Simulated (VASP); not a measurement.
# H2CO in VASP: further runs

H2CO is run at these levels: PBE+D3(BJ); tasks: single point.

Everything below comes from runs of VASP 6.6.1. Logs are shortened: lines on timing, memory, paths and dates and some standing lists are left out, and cuts for length are marked.

## 1. The cell of the first run

The cell holds a disordered packing, 24 atoms: a = 7.153 Å, b = 7.153 Å, c = 7.153 Å, α = 90.00°, β = 90.00°, γ = 90.00°.

## 2. Single point, PBE+D3(BJ)

Input file INCAR:

```
  ALGO = Normal
  EDIFF = 1E-6
  ENCUT = 1000
  GGA = PE
  GGA_COMPAT = F
  ISIF = 2
  ISMEAR = -1
  IVDW = 12
  LASPH = T
  LCHARG = F
  LREAL = Auto
  LWAVE = F
  NBANDS = 54
  NELM = 120
  PREC = Accurate
  SIGMA = 0.02
```

Input file KPOINTS:

```
k-points
0
Gamma
  1 1 1
```

Input file POSCAR:

```
H2CO
1.0
    7.1530900000      0.0000000000      0.0000000000
    0.0000000000      7.1530900000      0.0000000000
    0.0000000000      0.0000000000      7.1530900000
O C H
6 6 12
Direct
    0.1393104239      0.5877879350      0.6380319554
    0.2759926130      0.9928855921      0.4422983634
    0.5458340382      0.5703409296      1.1728497754
    0.6392761730      0.4548663585      0.6698503724
    0.9177851809      1.0611637768      0.6481115154
    0.5817206270     -0.0169437264      1.0826649742
    0.2940966771      0.6603020513      0.6283997545
    0.1210106402      0.9702100770      0.3737825192
    0.6876328971      0.6348445217      1.1078289243
    0.6339917434      0.3076712302      0.7534226467
    0.9230696105      0.9360430248      0.7693038952
    0.4284442108      0.0569544071      1.0900743595
    0.3463258536      0.7552260631      0.7410224113
    0.3932566206      0.6213119086      0.5232563829
    0.0592890625      1.0792818209      0.2821158408
    0.0400106807      0.8429224293      0.3791787885
    0.6937701049      0.6495514526      0.9589561993
    0.8092027362      0.6767285187      1.1939595336
    0.5869071967      0.1803835825      0.6805310712
    0.6844314835      0.2980530093      0.8962140837
    0.8145710455      0.9412295945      0.8811017337
    1.0200486783      0.8210297927      0.7819697501
    0.3987227897      0.1948109139      1.1513345981
    0.2983046488     -0.0051586098      1.0380269226
```

Potentials or basis: VASP PAW PBE potentials, release 64 (O_h, C_h, H_h).

On the command line:

```console
> cat potpaw_PBE.64/O_h/POTCAR potpaw_PBE.64/C_h/POTCAR potpaw_PBE.64/H_h/POTCAR > POTCAR
> mpirun -np 1 vasp_gam > vasp.out
```

OUTCAR:

```text
EDIFF = 1E-6
   ENCUT = 1000
   GGA = PE
   ISIF = 2
   ISMEAR = -1
   IVDW = 12
   LASPH = T
   LREAL = Auto
   NELM = 120
   PREC = Accurate
 IVDW          = 12

 ion  position               nearest neighbor table
   1  0.139  0.588  0.638-   7 1.22
   2  0.276  0.993  0.442-   8 1.22
   3  0.546  0.570  0.173-   9 1.21
   4  0.639  0.455  0.670-  10 1.21
   5  0.918  0.061  0.648-  11 1.25
   6  0.582  0.983  0.083-  12 1.22
   7  0.294  0.660  0.628-  14 1.07  13 1.12   1 1.22
   8  0.121  0.970  0.374-  16 1.08  15 1.11   2 1.22
   9  0.688  0.635  0.108-  17 1.07  18 1.11   3 1.21
  10  0.634  0.308  0.753-  20 1.09  19 1.10   4 1.21
  11  0.923  0.936  0.769-  22 1.08  21 1.12   5 1.25
  12  0.428  0.057  0.090-  24 1.10  23 1.10   6 1.22
  13  0.346  0.755  0.741-   7 1.12
  14  0.393  0.621  0.523-   7 1.07
  15  0.059  0.079  0.282-   8 1.11
  16  0.040  0.843  0.379-   8 1.08
  17  0.694  0.650  0.959-   9 1.07
  18  0.809  0.677  0.194-   9 1.11
  19  0.587  0.180  0.681-  10 1.10
  20  0.684  0.298  0.896-  10 1.09
  21  0.815  0.941  0.881-  11 1.12
  22  0.020  0.821  0.782-  11 1.08
  23  0.399  0.195  0.151-  12 1.10
  24  0.298  0.995  0.038-  12 1.10

  LATTYP: Found a simple cubic cell.
 ALAT       =     7.1530900000

  Lattice vectors:

 A1 = (   7.1530900000,   0.0000000000,   0.0000000000)
 A2 = (   0.0000000000,   7.1530900000,   0.0000000000)
 A3 = (   0.0000000000,   0.0000000000,   7.1530900000)

Analysis of symmetry for initial positions (statically):
=====================================================================
 Subroutine PRICEL returns:
 Original cell was already a primitive cell.

 Routine SETGRP: Setting up the symmetry group for a
 simple cubic supercell.

 Subroutine GETGRP returns: Found  1 space group operations
 (whereof  1 operations were pure point group operations)
 out of a pool of 48 trial point group operations.

The static configuration has the point symmetry C_1 .

Analysis of symmetry for dynamics (positions and initial velocities):
=====================================================================
 Subroutine PRICEL returns:
 Original cell was already a primitive cell.

 Routine SETGRP: Setting up the symmetry group for a
 simple cubic supercell.

 Subroutine GETGRP returns: Found  1 space group operations
 (whereof  1 operations were pure point group operations)
 out of a pool of 48 trial point group operations.

The dynamic configuration has the point symmetry C_1 .

 Subroutine INISYM returns: Found  1 space group operations
 (whereof  1 operations are pure point group operations),
 and found     1 'primitive' translations

----------------------------------------------------------------------------------------

                                     Primitive cell

  volume of cell :     366.0000

  direct lattice vectors                    reciprocal lattice vectors
     7.153090000  0.000000000  0.000000000     0.139799723  0.000000000  0.000000000
     0.000000000  7.153090000  0.000000000     0.000000000  0.139799723  0.000000000
     0.000000000  0.000000000  7.153090000     0.000000000  0.000000000  0.139799723

  length of vectors
     7.153090000  7.153090000  7.153090000     0.139799723  0.139799723  0.139799723

  position of ions in fractional coordinates (direct lattice)
     0.139310424  0.587787935  0.638031955
     0.275992613  0.992885592  0.442298363
     0.545834038  0.570340930  0.172849775
     0.639276173  0.454866358  0.669850372
     0.917785181  0.061163777  0.648111515
     0.581720627  0.983056274  0.082664974
[... 16 lines left out ...]
     0.398722790  0.194810914  0.151334598
     0.298304649  0.994841390  0.038026923

  ion indices of the primitive-cell ions
   primitive index   ion index
                 1           1
                 2           2
                 3           3
                 4           4
                 5           5
                 6           6
[... 16 lines left out ...]
                23          23
                24          24

----------------------------------------------------------------------------------------

 KPOINTS: k-points

Automatic generation of k-mesh.
 Grid dimensions read from file:
 generate k-points for:    1    1    1

 Generating k-lattice:

  Cartesian coordinates                     Fractional coordinates (reciprocal lattice)
     0.139799723  0.000000000  0.000000000     1.000000000  0.000000000  0.000000000
     0.000000000  0.139799723  0.000000000     0.000000000  1.000000000  0.000000000
     0.000000000  0.000000000  0.139799723     0.000000000  0.000000000  1.000000000

  Length of vectors
     0.139799723  0.139799723  0.139799723

  Shift w.r.t. Gamma in fractional coordinates (k-lattice)
     0.000000000  0.000000000  0.000000000

 Subroutine IBZKPT returns following result:
 ===========================================

 Found      1 irreducible k-points:

 Following reciprocal coordinates:
            Coordinates               Weight
  0.000000  0.000000  0.000000      1.000000
   k-points           NKPTS =      1   k-points in BZ     NKDIM =      1   number of bands    NBANDS=     54
   number of dos      NEDOS =    301   number of ions     NIONS =     24
   total plane-waves  NPLWV = 512000
   dimension x,y,z NGX =    80 NGY =   80 NGZ =   80
   dimension x,y,z NGXF=   160 NGYF=  160 NGZF=  160
   ions per type =               6   6  12
   NGX,Y,Z   is equivalent  to a cutoff of  18.59, 18.59, 18.59 a.u.
   NGXF,Y,Z  is equivalent  to a cutoff of  37.19, 37.19, 37.19 a.u.
 SYSTEM =  unknown system
   PREC   = accura    normal or accurate (medium, high low for compatibility)
   ISTART =      0    job   : 0-new  1-cont  2-samecut
   ICHARG =      2    charge: 1-file 2-atom 10-const
   ISPIN  =      1    spin polarized calculation?
   LNONCOLLINEAR =      F non collinear calculations
   LSORBIT =      F    spin-orbit coupling
   LASPH  =      T    aspherical Exc in radial PAW
   ENCUT  = 1000.0 eV  73.50 Ry    8.57 a.u.  18.44 18.44 18.44*2*pi/ulx,y,z
   NELM   =    120;   NELMIN=  2; NELMDL= -5     # of ELM steps
   EDIFF  = 0.1E-05   stopping-criterion for ELM
   LREAL  =      T    real-space projection
   EDIFFG = 0.1E-04   stopping-criterion for IOM
   NSW    =      0    number of steps for IOM
   IBRION =     -1    ionic relax: 0-MD 1-quasi-New 2-CG
   NFREE  =      0    steps in history (QN), initial steepest desc. (CG)
   ISIF   =      2    stress and relaxation
   ISYM   =      2    0-nonsym 1-usesym 2-fastsym
   POTIM  = 0.5000    time-step for ionic-motion
   TEBEG  =    0.0;   TEEND  =   0.0 temperature during run
   PSTRESS=    0.0 pullay stress
   NELECT =      72.0000    total number of electrons
   NUPDOWN=      -1.0000    fix difference up-down
   EMIN   =  10.00;   EMAX   =-10.00  energy-range for DOS
   EFERMI =   0.00;   METHOD = LEGACY
   ISMEAR =    -1;   SIGMA  =   0.02  broadening in eV -4-tet -1-fermi 0-gaus
   EFERMI_NEDOS =   21; number of points for ismear=-14 and -15
   IALGO  =     38    algorithm
   IMIX   =      4    mixing-type and parameters
     AMIX     =   0.40;   BMIX     =  1.00
     AMIX_MAG =   1.60;   BMIX_MAG =  1.00
  volume/ion in A,a.u.               =      15.25       102.91
  Fermi-wavevector in a.u.,A,eV,Ry     =   0.952121  1.799247 12.334140  0.906534
  Thomas-Fermi vector in A             =   2.080654
   LORBIT       =      0    0 simple, 1 ext, 2 COOP (PROOUT), +10 PAW based schemes
   GGA     = PE    functional components
   LHFCALC =     F    Hartree Fock is set to
   AEXX    =    0.0000 exact exchange contribution
   IVDW    =    12    specifies the selected vdW correction
   LEPSILON=     F    determine dielectric tensor
   LRPA    =     F    only Hartree local field effects (RPA)
 non-spin polarized calculation
  energy-cutoff  :     1000.00
  volume of cell :      366.00
 maximum number of plane-waves:     13097
 NGX is ok and might be reduce to    80
   NGX = 37   NGY = 37   NGZ = 37

 number of electron      72.0000002 magnetization

 Free energy of the ion-electron system (eV)
  ---------------------------------------------------
  ext. energy  EPLUGINS =         0.00000000
  ---------------------------------------------------
  free energy    TOTEN  =      -133.69908172 eV

  energy without entropy =     -133.69908172  energy(sigma->0) =     -133.69908172

 E-fermi :  -1.9990     XC(G=0):  -5.9915

 val. band max:       -2.5824122028   @ k =   0.0000   0.0000   0.0000
 cond. band min:      -0.0774726967   @ k =   0.0000   0.0000   0.0000
 fundamental gap:      2.5049395061
 Fermi energy:        -1.9989515482

 k-point     1 :       0.0000    0.0000    0.0000
  band No.  band energies     occupation
      1     -23.8643      2.00000
      2     -23.5840      2.00000
      3     -23.4270      2.00000
      4     -23.3252      2.00000
      5     -23.2730      2.00000
      6     -22.9982      2.00000
[... 40 lines left out ...]
     47       4.5695      0.00000
     48       4.8026      0.00000
 [bands above 48 left out]

------------------------ aborting loop because EDIFF is reached ----------------------------------------

 Edisp (eV)   -0.89726

 E8    (eV) :    -0.2107

  FORCE on cell =-STRESS in cart. coord.  units (eV):
  Direction    XX          YY          ZZ          XY          YZ          ZX
  --------------------------------------------------------------------------------------
  -------------------------------------------------------------------------------------
  Total       1.43902     1.62299     2.00945     0.26338     0.80116    -1.77323
  in kB       6.29936     7.10468     8.79645     1.15296     3.50713    -7.76237
  external pressure =        7.40 kB  Pullay stress =        0.00 kB

 VOLUME and BASIS-vectors are now :
 -----------------------------------------------------------------------------
  energy-cutoff  :     1000.00
  volume of cell :      366.00
      direct lattice vectors                 reciprocal lattice vectors
     7.153090000  0.000000000  0.000000000     0.139799723  0.000000000  0.000000000
     0.000000000  7.153090000  0.000000000     0.000000000  0.139799723  0.000000000
     0.000000000  0.000000000  7.153090000     0.000000000  0.000000000  0.139799723

 POSITION                                       TOTAL-FORCE (eV/Angst)
 -----------------------------------------------------------------------------------
      0.99650      4.20450      4.56390         0.230936      0.369690     -0.153547
      1.97420      7.10220      3.16380        -0.317565     -0.510215     -0.081045
      3.90440      4.07970      1.23641        -0.385241     -0.409927      0.740890
      4.57280      3.25370      4.79150        -0.052503      0.424234      0.004521
      6.56500      0.43751      4.63600         0.464889     -1.762165      1.011363
      4.16110      7.03189      0.59131        -0.568868      0.472299     -0.031846
[... 16 lines left out ...]
      2.85210      1.39350      1.08251         0.550201      0.539291      0.191785
      2.13380      7.11619      0.27201        -0.253275     -0.770914     -0.427555
 -----------------------------------------------------------------------------------
    total drift:                                0.002470     -0.001020     -0.000427

  FREE ENERGIE OF THE ION-ELECTRON SYSTEM (eV)
  ---------------------------------------------------
  free  energy   TOTEN  =      -134.5963375957 eV

  energy  without entropy=     -134.5963375957  energy(sigma->0) =     -134.59633760
```

Run time: 82 s. Hardware: 1 thread of AMD EPYC 7R43 (Zen 3), shared host; peak memory 0.9 GiB.

Results:

| Property | Result |
| --- | --- |
| Free energy | -134.5963 eV |
| Pressure | 0.7 GPa |
| Largest force | 2.846 eV/Å |
| Dispersion energy per atom | -0.037 eV |

Forces on the atoms (eV/Å):
```
O    0.231  0.370 -0.154
O   -0.318 -0.510 -0.081
O   -0.385 -0.410  0.741
O   -0.053  0.424  0.005
O    0.465 -1.762  1.011
O   -0.569  0.472 -0.032
C   -0.718 -0.365  1.079
C    0.713  1.206 -0.285
C   -0.539 -0.176  0.428
C    0.205  0.197 -1.065
C   -1.505  2.380 -0.415
C    0.420 -0.014  0.300
H   -0.067  0.116 -0.123
H    0.710 -0.094 -0.955
H   -0.112  0.176  0.099
H   -0.310 -0.965  0.410
H    0.577  0.230 -1.346
H    0.190  0.076  0.201
H   -0.270 -0.321  0.159
H    0.154 -0.245  0.845
H    0.086 -0.027 -0.051
H    0.798 -0.525 -0.535
H    0.550  0.539  0.192
H   -0.253 -0.771 -0.428
```

Stress tensor (GPa, compression positive):
```
 0.63  0.12 -0.78
 0.12  0.71  0.35
-0.78  0.35  0.88
```

Caveat: the k points lie up to 0.88 Å⁻¹ apart, too coarse for converged energies, forces and pressures; the atoms stand as in a frame of molecular dynamics.

(Continued in part 2 of 2.)
